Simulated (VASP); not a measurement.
Here is a VASP 6.6.1 calculation.

File INCAR:

```
PREC     = Accurate       # precision mode
ENCUT    = 520            # plane-wave cutoff, eV
EDIFF    = 1E-6           # SCF threshold, eV
ISMEAR   = 0              # smearing method
SIGMA    = 0.15           # smearing width, eV
LREAL    = False          # projectors in reciprocal space
LASPH    = True           # aspherical terms in the spheres
NELM     = 100            # most SCF steps
ALGO     = Normal         # electronic algorithm
ISIF     = 2              # what is computed and relaxed
LWAVE    = False          # write WAVECAR
LCHARG   = True           # write CHGCAR
GGA      = PS             # functional
LELF     = True           # ELF
LVHAR    = True         
NBANDS   = 15             # bands
```

The input KPOINTS:

```
regular mesh
0
Gamma
  18 18 12
```

Contents of POSCAR:

```
TiSi
1.0
    1.7616926600     -2.0540952800      0.0000000000
    1.7616926600      2.0540952800      0.0000000000
    0.0000000000      0.0000000000      3.8039340000
Ti Si
1 1
Direct
    0.5000000000      0.5000000000      0.0000000000
    0.0000000000      0.0000000000      0.5000000000
```

Potentials or basis: VASP PAW PBE potentials, release 64 (Ti_sv, Si).

The run is started by

```bash
$ cat potpaw_PBE.64/Ti_sv/POTCAR potpaw_PBE.64/Si/POTCAR > POTCAR
$ mpirun -np 1 vasp_std > vasp.out
```

**Question.** Estimate the band gap on the k mesh.

**Answer.** Zero (band 8 reaches 11.56 eV, above the bottom of band 9 at 9.70 eV).

**Question.** Predict the pressure.

**Answer.** 4.0 GPa.

Stress tensor (GPa, compression positive):
```
5.81 0.00 0.00
0.00 3.37 0.00
0.00 0.00 2.91
```

Caveat: the cell differs from its parent crystal (strain -0.030 along x and y, +0.000 along z); the PAW data sets were made with another functional, which shifts forces and pressure a little.
